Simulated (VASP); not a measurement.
# Be4Se3S (P1) in VASP: a series of runs, part 2 of 2

VASP 6.6.1. The steps go on from the part before.

## 3. Relaxation of volume and atoms at fixed shape, PBEsol

Contents of INCAR:

```
  ALGO = Normal
  EDIFF = 1E-7
  EDIFFG = -0.03
  ENCUT = 500
  GGA = PS
  GGA_COMPAT = F
  IBRION = 2
  ISIF = 8
  ISMEAR = -1
  ISYM = -1
  LASPH = T
  LCHARG = F
  LREAL = Auto
  LWAVE = F
  NELM = 120
  NELMIN = 4
  NSW = 100
  PREC = Accurate
  SIGMA = 0.05
```

Contents of KPOINTS:

```
explicit points
1
Reciprocal
  0.25000000   0.25000000   0.25000000 1
```

Contents of POSCAR:

```
Be4Se3S
1.0
   10.1122310000      0.0000000000      0.0000000000
    0.0000000000     10.1122310000      0.0000000000
    0.0000000000      0.0000000000     10.1122310000
Be Se S
32 24 8
Direct
    0.9984050000      0.0020460000      0.9961000000
    0.0036870000      0.9994260000      0.4952750000
    0.9992840000      0.5040800000      0.0017240000
    0.0016500000      0.4996520000      0.4982980000
    0.4992910000      0.9950280000      0.9994180000
    0.4982870000      0.0009050000      0.5020110000
    0.4985220000      0.4988670000      0.9986770000
    0.5020850000      0.5019250000      0.5041040000
    0.2503120000      0.2494730000      0.9978470000
    0.2474180000      0.2491280000      0.4998140000
    0.2521340000      0.7484730000      0.9997720000
    0.2534310000      0.7489020000      0.4983220000
    0.7506190000      0.2475630000      0.9990460000
    0.7500670000      0.2492080000      0.5001780000
    0.7503060000      0.7487160000      0.0010160000
    0.7474900000      0.7524470000      0.5006190000
    0.2483120000      0.9983270000      0.2515770000
    0.2502940000      0.9995590000      0.7491620000
    0.2509300000      0.5027600000      0.2526460000
    0.2524940000      0.4976290000      0.7449060000
    0.7500810000      0.0032140000      0.2497730000
    0.7475620000      0.9993270000      0.7492310000
    0.7511070000      0.4999010000      0.2499990000
    0.7490780000      0.4998510000      0.7547310000
    0.0018270000      0.2482460000      0.2487690000
    0.0008670000      0.2494170000      0.7466980000
    0.0030010000      0.7524130000      0.2471510000
    0.0021270000      0.7496520000      0.7476590000
    0.4998970000      0.2500310000      0.2513460000
    0.4985820000      0.2498240000      0.7543490000
    0.5008050000      0.7520530000      0.2504620000
    0.5019090000      0.7508690000      0.7490350000
    0.1221620000      0.1246310000      0.1280570000
    0.1253160000      0.1243760000      0.6258300000
    0.1268060000      0.6300250000      0.6233490000
    0.6293680000      0.1260540000      0.1238640000
    0.6279170000      0.1251350000      0.6213260000
    0.6266010000      0.6254030000      0.1269300000
    0.6299400000      0.6272610000      0.6231510000
    0.3777200000      0.3796940000      0.1239150000
    0.3686650000      0.3751320000      0.6273000000
    0.3771160000      0.8780800000      0.1237400000
    0.3745910000      0.8739910000      0.6254440000
    0.8744170000      0.3749150000      0.6266410000
    0.8729040000      0.8772790000      0.6243620000
    0.3743080000      0.1249010000      0.3727600000
    0.3751540000      0.6243980000      0.3751370000
    0.3768820000      0.6259010000      0.8758500000
    0.8747170000      0.1216070000      0.3766960000
    0.8764450000      0.1288430000      0.8758010000
    0.8732780000      0.6287430000      0.8767730000
    0.1249440000      0.3767720000      0.3780110000
    0.1241320000      0.3763770000      0.8782520000
    0.1271570000      0.8760860000      0.3764300000
    0.6233410000      0.3757790000      0.8733290000
    0.6297790000      0.8737860000      0.3788400000
    0.1227680000      0.6250870000      0.1266190000
    0.8770150000      0.3738740000      0.1275580000
    0.8761850000      0.8725660000      0.1243190000
    0.3804030000      0.1258860000      0.8751570000
    0.8736520000      0.6225400000      0.3755480000
    0.1277860000      0.8716840000      0.8777670000
    0.6226250000      0.3733260000      0.3753880000
    0.6232480000      0.8705460000      0.8752830000
```

Potentials or basis: VASP PAW PBE potentials, release 64 (Be, Se, S).

Command:

```
$ cat potpaw_PBE.64/Be/POTCAR potpaw_PBE.64/Se/POTCAR potpaw_PBE.64/S/POTCAR > POTCAR
$ mpirun -np 1 vasp_std > vasp.out
```

OUTCAR:

```text
EDIFF = 1E-7
   EDIFFG = -0.03
   ENCUT = 500
   GGA = PS
   IBRION = 2
   ISIF = 8
   ISMEAR = -1
   ISYM = -1
   LASPH = T
   LREAL = Auto
   NELM = 120
   NELMIN = 4
   NSW = 100
   PREC = Accurate

 ion  position               nearest neighbor table
   1  0.998  0.002  0.996-  50 2.16  62 2.21  33 2.21  59 2.22
   2  0.004  0.999  0.495-  54 2.14  49 2.16  34 2.20  45 2.23
   3  0.999  0.504  0.002-  57 2.16  51 2.19  53 2.20  58 2.21
   4  0.002  0.500  0.498-  52 2.14  61 2.18  44 2.22  35 2.22
   5  0.499  0.995  0.999-  42 2.12  64 2.18  60 2.19  36 2.25
   6  0.498  0.001  0.502-  37 2.18  43 2.18  46 2.20  56 2.23
[... 56 lines left out ...]
  63  0.623  0.373  0.375-  29 2.16  14 2.20   8 2.21  23 2.22
  64  0.623  0.871  0.875-  32 2.14   5 2.18  15 2.19  22 2.21

IMPORTANT INFORMATION: All symmetrisations will be switched off!
NOSYMM: (Re-)initialisation of all symmetry stuff for point group C_1.

----------------------------------------------------------------------------------------

                                     Primitive cell

  volume of cell :    1034.0486

  direct lattice vectors                    reciprocal lattice vectors
    10.112231000  0.000000000  0.000000000     0.098890146  0.000000000  0.000000000
     0.000000000 10.112231000  0.000000000     0.000000000  0.098890146  0.000000000
     0.000000000  0.000000000 10.112231000     0.000000000  0.000000000  0.098890146
[... 506 lines left out ...]

[... ionic steps 4 to 7 ...]

--------------------------------------- Ionic step        8  -------------------------------------------

 number of electron     255.9999995 magnetization

------------------------ aborting loop because EDIFF is reached ----------------------------------------
[... 191 lines left out ...]
--------------------------------------- Ionic step       10  -------------------------------------------

 number of electron     255.9999995 magnetization

 Free energy of the ion-electron system (eV)
  ---------------------------------------------------
  ext. energy  EPLUGINS =         0.00000000
  ---------------------------------------------------
  free energy    TOTEN  =      -310.76726146 eV

  energy without entropy =     -310.76726146  energy(sigma->0) =     -310.76726146

 E-fermi :   4.6386     XC(G=0):  -9.6901

 val. band max:        3.4130074531   @ k =   0.2500   0.2500   0.2500
 cond. band min:       6.6517568934   @ k =   0.2500   0.2500   0.2500
 fundamental gap:      3.2387494404
 Fermi energy:         4.6385766910

 k-point     1 :       0.2500    0.2500    0.2500
  band No.  band energies     occupation
      1     -10.1465      2.00000
      2      -9.7718      2.00000
      3      -9.7407      2.00000
      4      -9.7166      2.00000
      5      -9.4307      2.00000
      6      -9.3978      2.00000
[... 132 lines left out ...]
    139       8.1453      0.00000
    140       8.1837      0.00000
 [bands above 140 left out]

------------------------ aborting loop because EDIFF is reached ----------------------------------------

  FORCE on cell =-STRESS in cart. coord.  units (eV):
  Direction    XX          YY          ZZ          XY          YZ          ZX
  --------------------------------------------------------------------------------------
  -------------------------------------------------------------------------------------
  Total       -0.0378967      0.0541789      0.0813225     -4.1317862     -4.1036637     -4.0542307
  in kB       -0.0585505      0.0837065      0.1256434     -6.3836196     -6.3401703     -6.2637961
  external PRESSURE =       0.0502665 kB  Pullay stress =       0.0000000 kB
[... 79 lines left out ...]
  FREE ENERGIE OF THE ION-ELECTRON SYSTEM (eV)
  ---------------------------------------------------
  free  energy   TOTEN  =      -310.7672614610 eV

  energy  without entropy=     -310.7672614609  energy(sigma->0) =     -310.76726146

 reached required accuracy - stopping structural energy minimisation
```

OSZICAR:

```text
N       E                     dE             d eps       ncg     rms          rms(c)
DAV:   1     0.118364106737E+04    0.11836E+04   -0.10262E+05   322   0.132E+03
DAV:   2    -0.180596053335E+03   -0.13642E+04   -0.13067E+04   411   0.227E+02
DAV:   3    -0.311071006999E+03   -0.13047E+03   -0.12966E+03   396   0.794E+01
[... 137 lines left out ...]
DAV:   5    -0.310767262923E+03    0.11896E-06   -0.35962E-05   396   0.120E-02    0.191E-02
DAV:   6    -0.310767262281E+03    0.64279E-06   -0.53488E-06   380   0.547E-03    0.117E-02
DAV:   7    -0.310767261750E+03    0.53077E-06   -0.11493E-06   396   0.319E-03    0.530E-03
DAV:   8    -0.310767261456E+03    0.29356E-06   -0.18168E-06   380   0.302E-03    0.367E-03
DAV:   9    -0.310767261461E+03   -0.47148E-08   -0.45478E-07   284   0.161E-03
  10 F= -.31076726E+03 E0= -.31076726E+03  d E =-.255466E-02
```

CONTCAR:

```text
Be4Se3S
   1.00000000000000
    10.1218634741283875    0.0000000000000000    0.0000000000000000
     0.0000000000000000   10.1218634741283875    0.0000000000000000
     0.0000000000000000    0.0000000000000000   10.1218634741283875
  Be              Se              S
    32    24     8
Direct
     0.0000249381059677    0.9894998026397068    0.9998877182464280
     0.9998616286288715    0.0003237471532323    0.4997993712668993
     0.9994266526572022    0.5010257836201478    0.0112899678597709
     0.9946568386805357    0.5067544603805019    0.4940143651040420
     0.5005002530847407    0.0001808591695353    0.9908214725576946
     0.5006947961470869    0.9998341631041104    0.5003810136259259
[... 56 lines left out ...]
     0.6284418891595140    0.3763622482893428    0.3739648740683550
     0.6258379984704679    0.8764415090022430    0.8770574651029971

  0.00000000E+00  0.00000000E+00  0.00000000E+00
  0.00000000E+00  0.00000000E+00  0.00000000E+00
  0.00000000E+00  0.00000000E+00  0.00000000E+00
  0.00000000E+00  0.00000000E+00  0.00000000E+00
  0.00000000E+00  0.00000000E+00  0.00000000E+00
  0.00000000E+00  0.00000000E+00  0.00000000E+00
[... 56 lines left out ...]
  0.00000000E+00  0.00000000E+00  0.00000000E+00
  0.00000000E+00  0.00000000E+00  0.00000000E+00
```

Wall time 39 min (1 thread of AMD EPYC 9R45 (Zen 5), shared host); peak memory 1.1 GiB.

Results:

```yaml
Free_energy: -310.7673 eV
Relaxed_volume: 16.20 Å³/atom
Relaxed_cell: a = 10.122 Å, b = 10.122 Å, c = 10.122 Å, α = 90.00°, β = 90.00°, γ = 90.00°
Space_group_after_relaxing_to_0.1_Å: P1 (No. 1)
Energy_gained_by_relaxing: 23.3 meV/atom
Ionic_steps: 10
Pressure_after_relaxing: 0.0 GPa
Largest_force_after_relaxing: 0.028 eV/Å
Band_gap_on_the_k_mesh: 3.24 eV
```

Forces on the atoms (eV/Å):
```
Be  -0.002 -0.004  0.017
Be  -0.001 -0.004 -0.001
Be   0.002 -0.014 -0.016
Be   0.003 -0.012  0.007
Be   0.002  0.002  0.011
Be   0.003 -0.008 -0.011
Be   0.002 -0.008 -0.004
Be  -0.006  0.011 -0.025
Be   0.001  0.002  0.000
Be   0.007 -0.003 -0.001
Be  -0.004 -0.001  0.008
Be  -0.016  0.008  0.004
Be   0.001  0.012  0.003
Be   0.008  0.005 -0.006
Be  -0.002  0.009 -0.020
Be  -0.003 -0.001 -0.002
Be   0.007  0.001  0.026
Be  -0.005  0.006 -0.001
Be  -0.001 -0.001 -0.022
Be   0.013 -0.003  0.004
Be   0.008 -0.016 -0.004
Be   0.010 -0.012  0.010
Be  -0.006 -0.004 -0.018
Be  -0.001 -0.009 -0.012
Be   0.000  0.002 -0.003
Be  -0.006  0.000  0.010
Be   0.001  0.006  0.016
Be   0.000 -0.005  0.011
Be   0.000 -0.006  0.009
Be   0.012  0.007  0.008
Be  -0.017 -0.003 -0.011
Be   0.000  0.005  0.013
Se   0.003  0.002  0.009
Se  -0.013  0.014 -0.010
Se   0.003 -0.002  0.006
Se   0.011  0.001  0.006
Se   0.008 -0.019  0.003
Se  -0.014  0.016 -0.011
Se  -0.005  0.000  0.009
Se   0.008  0.004 -0.009
Se   0.001  0.017  0.000
Se  -0.004 -0.008  0.007
Se   0.006 -0.011 -0.002
Se   0.001 -0.001  0.004
Se   0.002  0.002 -0.002
Se   0.006 -0.002  0.008
Se  -0.008  0.008 -0.009
Se   0.001  0.003  0.012
Se  -0.003 -0.009 -0.007
Se  -0.003 -0.002  0.017
Se  -0.009 -0.010 -0.001
Se  -0.002  0.007 -0.014
Se   0.003 -0.009  0.000
Se  -0.016  0.017  0.001
Se   0.020  0.014  0.008
Se   0.002 -0.014 -0.016
S   -0.009 -0.011 -0.011
S    0.007 -0.005 -0.009
S   -0.011  0.003  0.005
S   -0.010  0.002  0.007
S    0.011  0.010 -0.001
S   -0.021 -0.005  0.006
S    0.015  0.014 -0.008
S    0.012  0.011  0.002
```

The path:
| step | energy change (eV) | largest force (eV/Å) | pressure (GPa) | volume (Å³) |
| --- | --- | --- | --- | --- |
| 1 | 0.0000 | 1.3094 | 0.71 | 1034.05 |
| 2 | -1.0184 | 0.5788 | -0.45 | 1044.81 |
| 3 | -1.1491 | 0.4636 | -0.94 | 1050.49 |
| 4 | -1.3790 | 0.3100 | 0.08 | 1036.74 |
| 5 | -1.4123 | 0.2238 | 0.68 | 1029.17 |
| 6 | -1.4754 | 0.1410 | -0.01 | 1037.31 |
| 7 | -1.4761 | 0.1401 | -0.09 | 1038.27 |
| 8 | -1.4853 | 0.0570 | -0.02 | 1037.33 |
| 9 | -1.4865 | 0.0552 | 0.02 | 1036.83 |
| 10 | -1.4891 | 0.0284 | 0.01 | 1037.01 |

Final structure:
```
CELL_PARAMETERS angstrom
10.12186 0.00000 0.00000
0.00000 10.12186 0.00000
0.00000 0.00000 10.12186
ATOMIC_POSITIONS crystal
Be 0.00002 0.98950 0.99989
Be 0.99986 0.00032 0.49980
Be 0.99943 0.50103 0.01129
Be 0.99466 0.50675 0.49401
Be 0.50050 0.00018 0.99082
Be 0.50069 0.99983 0.50038
Be 0.50069 0.50145 0.00099
Be 0.50593 0.49433 0.49572
Be 0.25556 0.24364 0.99548
Be 0.24876 0.25054 0.49943
Be 0.23939 0.74926 0.00066
Be 0.25146 0.74990 0.50035
Be 0.75654 0.25518 0.00597
Be 0.74466 0.25381 0.49550
Be 0.75030 0.75939 0.00129
Be 0.75690 0.74412 0.49414
Be 0.24976 0.00018 0.24803
Be 0.25009 0.99879 0.76151
Be 0.24434 0.50587 0.24411
Be 0.24963 0.50059 0.74952
Be 0.75621 0.99490 0.24312
Be 0.74493 0.99567 0.75435
Be 0.75522 0.49606 0.25457
Be 0.75115 0.50107 0.75181
Be 0.99574 0.25473 0.24359
Be 0.99925 0.24996 0.74997
Be 0.99405 0.74439 0.24377
Be 0.00593 0.75543 0.75601
Be 0.50629 0.25518 0.25383
Be 0.49462 0.24380 0.75559
Be 0.50111 0.74998 0.24877
Be 0.50607 0.75452 0.75491
Se 0.12369 0.12389 0.12200
Se 0.12693 0.12347 0.62836
Se 0.12391 0.62699 0.62513
Se 0.62707 0.12522 0.12378
Se 0.62421 0.12554 0.62682
Se 0.62985 0.62525 0.12660
Se 0.62748 0.62535 0.62406
Se 0.37524 0.37538 0.12537
Se 0.37650 0.37376 0.62567
Se 0.37458 0.87493 0.12112
Se 0.37583 0.87646 0.62944
Se 0.87423 0.37695 0.62269
Se 0.87557 0.87399 0.62675
Se 0.37658 0.12656 0.37437
Se 0.37631 0.62364 0.37396
Se 0.37419 0.62789 0.87650
Se 0.87447 0.12664 0.37238
Se 0.87540 0.12270 0.87763
Se 0.87723 0.62837 0.87974
Se 0.12257 0.37822 0.37247
Se 0.12505 0.37559 0.87848
Se 0.12316 0.87231 0.37217
Se 0.62561 0.37391 0.87699
Se 0.62895 0.87438 0.37390
S 0.12134 0.62689 0.12551
S 0.87551 0.37837 0.12827
S 0.87705 0.87257 0.12352
S 0.37567 0.12199 0.87591
S 0.87535 0.62422 0.37054
S 0.12567 0.87495 0.87877
S 0.62844 0.37636 0.37396
S 0.62584 0.87644 0.87706
```

Levels at points of the mesh, in eV from the valence-band top:
| k point | band 124 | band 125 | band 126 | band 127 | band 128 | band 129 | band 130 | band 131 | band 132 | band 133 |
| --- | --- | --- | --- | --- | --- | --- | --- | --- | --- | --- |
| (0.25, 0.25, 0.25) | -0.60 | -0.50 | -0.42 | -0.03 | 0.00 | 3.24 | 3.28 | 3.32 | 3.95 | 3.96 |

Caveat: the PAW data sets were made with another functional, which shifts forces and pressure a little; a shifted mesh leaves out Γ, where band edges can lie. A k mesh can miss the band edges.
